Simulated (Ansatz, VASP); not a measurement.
## Two plane-wave programs on Sn

File INCAR:

```
PREC = Accurate ; ENCUT = 500
EDIFF = 1E-6 ; ISMEAR = -1
SIGMA = 0.25 ; LREAL = False
LASPH = True ; NELM = 120
ALGO = Normal ; ISIF = 2
LWAVE = False ; LCHARG = True
GGA = PS ; LELF = True
LVHAR = True ; NBANDS = 13
GGA_COMPAT = False
```

Contents of KPOINTS:

```
Automatic mesh
0
Gamma
  8 8 8
```

POSCAR

```
Sn
1.0
   -1.8946518200      1.8946518200      1.8946518200
    1.8946518200     -1.8946518200      1.8946518200
    1.8946518200      1.8946518200     -1.8946518200
Sn
1
Direct
    0.0000000000      0.0000000000      0.0000000000
```

Input for Ansatz:

```yaml
crystal:
  lattice:
    - [-1.89465182, 1.89465182, 1.89465182]
    - [1.89465182, -1.89465182, 1.89465182]
    - [1.89465182, 1.89465182, -1.89465182]
  atoms:
    - { symbol: Sn, position: [0.0, 0.0, 0.0] }
basis:
  ecutwfc: 435.382179935808
kpoints:
  mp_grid:
    grid: [8, 8, 8]
hamiltonian:
  xc: pbesol
scf:
  occupations:
    method: fermi_dirac
    width: 0.25
output:
  forces: true
  stress: true
```

Alike in both runs: task single point; functional PBEsol; k mesh 8 × 8 × 8; occupations fermi-dirac, width 0.25 eV; no spin polarisation.

|  | VASP | Ansatz |
| --- | --- | --- |
| version | VASP 6.6.1 | Ansatz 0.2.0 |
| potentials or method | VASP PAW PBE potentials, release 64 (Sn_d), cutoff 500 eV | plane waves, PAW |
| valence electrons in the cell | 14 | 14 |

Ansatz gave:

- pressure (GPa): -1.7

Q: Which values does VASP return?

A: Pressure (GPa): -1.8.

VASP's potentials were made for PBE, not for PBEsol.
